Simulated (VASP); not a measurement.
# NaCl3 (Pm-3n) in VASP: a series of runs

The runs below take NaCl3 through single point, relaxation of cell and atoms, with LDA.

Everything below comes from runs of VASP 6.6.1. Logs are shortened: lines on timing, memory, paths and dates and some standing lists are left out, and cuts for length are marked.

**1. The cell of the first run**

Symmetry: Pm-3n, No. 223, cubic system. Conventional cell: a = 4.540 Å, b = 4.540 Å, c = 4.540 Å, α = 90.00°, β = 90.00°, γ = 90.00°. Na (site symmetry m-3) has 12 Cl at 2.54 Å within 3.3 Å. Cl (site symmetry -4m2) has 10 Cl at 2.27 to 2.78 Å and 4 Na at 2.54 Å within 3.0 Å.

**2. Single point, LDA**

The input, INCAR:

```
ALGO = Normal
EDIFF = 1E-6
ENCUT = 520
GGA = CA
ISIF = 2
ISMEAR = 0
LASPH = True
LCHARG = False
LREAL = False
LWAVE = False
NBANDS = 38
NELM = 60
PREC = Accurate
SIGMA = 0.1
```

The input, KPOINTS:

```
k-points
0
Gamma
  4 4 4
```

The input, POSCAR:

```
NaCl3
1.0
    4.5403570182      0.0000000000      0.0000000000
    0.0000000000      4.5403570182      0.0000000000
    0.0000000000      0.0000000000      4.5403570182
Na Cl
2 6
Direct
    0.5000000000      0.5000000000      0.5000000000
    0.0000000000      0.0000000000      0.0000000000
    0.5000000000      0.0000000000      0.7500000000
    0.0000000000      0.2500000000      0.5000000000
    0.7500000000      0.5000000000      0.0000000000
    0.5000000000      0.0000000000      0.2500000000
    0.0000000000      0.7500000000      0.5000000000
    0.2500000000      0.5000000000      0.0000000000
```

Potentials or basis: VASP PAW LDA potentials, release 64 (Na_pv, Cl).

Command:

```sh
$ cat potpaw_LDA.64/Na_pv/POTCAR potpaw_LDA.64/Cl/POTCAR > POTCAR
$ mpirun -np 1 vasp_std > vasp.out
```

OUTCAR:

```text
EDIFF = 1E-6
   ENCUT = 520
   GGA = CA
   ISIF = 2
   ISMEAR = 0
   LASPH = True
   LREAL = False
   NELM = 60
   PREC = Accurate

 ion  position               nearest neighbor table
   1  0.500  0.500  0.500-   3 2.54   4 2.54   5 2.54   6 2.54   7 2.54   8 2.54   5 2.54   8 2.54
                             3 2.54   6 2.54   4 2.54   7 2.54
   2  0.000  0.000  0.000-   3 2.54   4 2.54   5 2.54   6 2.54   7 2.54   8 2.54   4 2.54   7 2.54
                             5 2.54   8 2.54   3 2.54   6 2.54
   3  0.500  0.000  0.750-   6 2.27   6 2.27   1 2.54   2 2.54   1 2.54   2 2.54
   4  0.000  0.250  0.500-   7 2.27   7 2.27   1 2.54   2 2.54   2 2.54   1 2.54
   5  0.750  0.500  0.000-   8 2.27   8 2.27   1 2.54   1 2.54   2 2.54   2 2.54
   6  0.500  0.000  0.250-   3 2.27   3 2.27   1 2.54   2 2.54   1 2.54   2 2.54
   7  0.000  0.750  0.500-   4 2.27   4 2.27   1 2.54   2 2.54   2 2.54   1 2.54
   8  0.250  0.500  0.000-   5 2.27   5 2.27   1 2.54   1 2.54   2 2.54   2 2.54

  LATTYP: Found a simple cubic cell.
 ALAT       =     4.5403570182

  Lattice vectors:

 A1 = (   4.5403570182,   0.0000000000,   0.0000000000)
 A2 = (   0.0000000000,   4.5403570182,   0.0000000000)
 A3 = (   0.0000000000,   0.0000000000,   4.5403570182)

Analysis of symmetry for initial positions (statically):
=====================================================================
 Subroutine PRICEL returns:
 Original cell was already a primitive cell.

 Routine SETGRP: Setting up the symmetry group for a
 simple cubic supercell.

 Subroutine GETGRP returns: Found 48 space group operations
 (whereof 24 operations were pure point group operations)
 out of a pool of 48 trial point group operations.

The static configuration has the point symmetry T_h .
 The point group associated with its full space group is O_h .

Analysis of symmetry for dynamics (positions and initial velocities):
=====================================================================
 Subroutine PRICEL returns:
 Original cell was already a primitive cell.

 Routine SETGRP: Setting up the symmetry group for a
 simple cubic supercell.

 Subroutine GETGRP returns: Found 48 space group operations
 (whereof 24 operations were pure point group operations)
 out of a pool of 48 trial point group operations.

The dynamic configuration has the point symmetry T_h .
 The point group associated with its full space group is O_h .

 Subroutine INISYM returns: Found 48 space group operations
 (whereof 24 operations are pure point group operations),
 and found     1 'primitive' translations

[... 97 lines left out ...]
   ISIF   =      2    stress and relaxation
   ISYM   =      2    0-nonsym 1-usesym 2-fastsym
   POTIM  = 0.5000    time-step for ionic-motion
   TEBEG  =    0.0;   TEEND  =   0.0 temperature during run
   PSTRESS=    0.0 pullay stress
   NELECT =      56.0000    total number of electrons
   NUPDOWN=      -1.0000    fix difference up-down
   EMIN   =  10.00;   EMAX   =-10.00  energy-range for DOS
   EFERMI =   0.00;   METHOD = LEGACY
   ISMEAR =     0;   SIGMA  =   0.10  broadening in eV -4-tet -1-fermi 0-gaus
   EFERMI_NEDOS =   21; number of points for ismear=-14 and -15
   IALGO  =     38    algorithm
   IMIX   =      4    mixing-type and parameters
     AMIX     =   0.40;   BMIX     =  1.00
     AMIX_MAG =   1.60;   BMIX_MAG =  1.00
  volume/ion in A,a.u.               =      11.70        78.95
  Fermi-wavevector in a.u.,A,eV,Ry     =   1.379476  2.606832 25.891264  1.902954
  Thomas-Fermi vector in A             =   2.504442
   LORBIT       =      0    0 simple, 1 ext, 2 COOP (PROOUT), +10 PAW based schemes
   GGA     = CA    functional components
   LHFCALC =     F    Hartree Fock is set to
   AEXX    =    0.0000 exact exchange contribution
   IVDW    =     0    specifies the selected vdW correction
   LEPSILON=     F    determine dielectric tensor
   LRPA    =     F    only Hartree local field effects (RPA)
 non-spin polarized calculation
 Gauss-broadening in eV      SIGMA  =   0.10
  energy-cutoff  :      520.00
  volume of cell :       93.60
 maximum number of plane-waves:      2560
 NGX is ok and might be reduce to    36
   NGX = 17   NGY = 17   NGZ = 17

 number of electron      55.9999995 magnetization

 Free energy of the ion-electron system (eV)
  ---------------------------------------------------
  ext. energy  EPLUGINS =         0.00000000
  ---------------------------------------------------
  free energy    TOTEN  =       -15.22465484 eV

  energy without entropy =      -15.18382898  energy(sigma->0) =      -15.20424191

 E-fermi :   9.4970     XC(G=0): -12.4126

 val. band max:        9.4794434456   @ k =   0.2500   0.2500   0.2500
 cond. band min:       9.5265417827   @ k =   0.5000   0.5000   0.2500
 fundamental gap:      0.0470983371
 Fermi energy:         9.4970002215

 k-point     1 :       0.0000    0.0000    0.0000
  band No.  band energies     occupation
      1     -14.2309      2.00000
      2     -14.2309      2.00000
      3     -14.2309      2.00000
      4     -14.1797      2.00000
      5     -14.1797      2.00000
      6     -14.1797      2.00000
[... 399 lines left out ...]
     37      19.6674      0.00000
     38      19.6674      0.00000

------------------------ aborting loop because EDIFF is reached ----------------------------------------

  FORCE on cell =-STRESS in cart. coord.  units (eV):
  Direction    XX          YY          ZZ          XY          YZ          ZX
  --------------------------------------------------------------------------------------
  -------------------------------------------------------------------------------------
  Total       34.8428273     34.8428273     34.8428273     -0.0000000      0.0000000      0.0000000
  in kB      596.4224184    596.4224184    596.4224184     -0.0000000      0.0000000      0.0000000
  external PRESSURE =     596.4224184 kB  Pullay stress =       0.0000000 kB

 VOLUME and BASIS-vectors are now :
 -----------------------------------------------------------------------------
  energy-cutoff  :      520.00
  volume of cell :       93.60
      direct lattice vectors                 reciprocal lattice vectors
     4.540357018  0.000000000  0.000000000     0.220246997  0.000000000  0.000000000
     0.000000000  4.540357018  0.000000000     0.000000000  0.220246997  0.000000000
     0.000000000  0.000000000  4.540357018     0.000000000  0.000000000  0.220246997

 POSITION                                       TOTAL-FORCE (eV/Angst)
 -----------------------------------------------------------------------------------
      2.27018      2.27018      2.27018         0.000000     -0.000000      0.000000
      0.00000      0.00000      0.00000         0.000000     -0.000000      0.000000
      2.27018      0.00000      3.40527         0.000000     -0.000000     -0.000000
      0.00000      1.13509      2.27018        -0.000000      0.000000      0.000000
      3.40527      2.27018      0.00000         0.000000      0.000000      0.000000
      2.27018      0.00000      1.13509        -0.000000      0.000000      0.000000
      0.00000      3.40527      2.27018         0.000000     -0.000000     -0.000000
      1.13509      2.27018      0.00000        -0.000000      0.000000     -0.000000
 -----------------------------------------------------------------------------------
    total drift:                                0.000000      0.000000      0.000000

  FREE ENERGIE OF THE ION-ELECTRON SYSTEM (eV)
  ---------------------------------------------------
  free  energy   TOTEN  =       -15.2246548393 eV

  energy  without entropy=      -15.1838289778  energy(sigma->0) =      -15.20424191
```

It took 18 s on 1 thread of Intel Xeon 6975P-C (Granite Rapids), shared host; peak memory 0.17 GiB.

Results:

```yaml
Free_energy: -15.2247 eV
Pressure: 59.6 GPa
Band_gap_on_the_k_mesh: zero (band 28 reaches 12.14 eV, above the bottom of band 29 at 6.75 eV)
```

Levels at points of the mesh, in eV from the Fermi level:
| k point | band 24 | band 25 | band 26 | band 27 | band 28 | band 29 | band 30 | band 31 | band 32 | band 33 |
| --- | --- | --- | --- | --- | --- | --- | --- | --- | --- | --- |
| (0.00, 0.00, 0.00) | -3.21 | -1.97 | -1.97 | -1.97 | 2.64 | 2.64 | 2.64 | 5.56 | 5.81 | 5.81 |
| (0.50, 0.00, 0.00) | -3.57 | -3.03 | -3.03 | -1.35 | -1.35 | 2.57 | 2.57 | 4.50 | 4.50 | 8.28 |
| (0.50, 0.50, 0.00) | -2.74 | -2.42 | -2.42 | -1.32 | -1.32 | -0.88 | 2.55 | 6.06 | 6.06 | 7.52 |
| (0.50, 0.50, 0.50) | -3.37 | -3.37 | -3.37 | -2.75 | -2.75 | -2.75 | -2.75 | 7.75 | 7.75 | 7.75 |

**3. Single point, LDA**

The input, INCAR:

```
ALGO = Normal
EDIFF = 1E-6
ENCUT = 520
ISIF = 2
ISMEAR = 0
LASPH = True
LCHARG = True
LELF = True
LREAL = False
LVHAR = True
LWAVE = False
NBANDS = 38
NELM = 100
PREC = Accurate
SIGMA = 0.1
```

KPOINTS is that of step 2.

POSCAR is that of step 2.

Potentials or basis: VASP PAW LDA potentials, release 64 (Na_pv, Cl).

Command:

```sh
$ cat potpaw_LDA.64/Na_pv/POTCAR potpaw_LDA.64/Cl/POTCAR > POTCAR
$ mpirun -np 1 vasp_std > vasp.out
```

It took 19 s on 1 thread of Intel Xeon 6975P-C (Granite Rapids), shared host; peak memory 0.17 GiB.

The run converged. Its results:

| Item | Value |
| --- | --- |
| Free energy | -15.2247 eV |
| Pressure | 59.6 GPa |
| Band gap on the k mesh | zero (band 28 reaches 12.14 eV, above the bottom of band 29 at 6.75 eV) |

Levels at points of the mesh, in eV from the Fermi level:
```tsv
k point	band 26	band 27	band 28	band 29	band 30	band 31
(0.00, 0.00, 0.00)	-1.97	-1.97	2.64	2.64	2.64	5.56
(0.50, 0.00, 0.00)	-3.03	-1.35	-1.35	2.57	2.57	4.50
(0.50, 0.50, 0.00)	-2.42	-1.32	-1.32	-0.88	2.55	6.06
(0.50, 0.50, 0.50)	-3.37	-2.75	-2.75	-2.75	-2.75	7.75
```

[end of part 1 of 2]
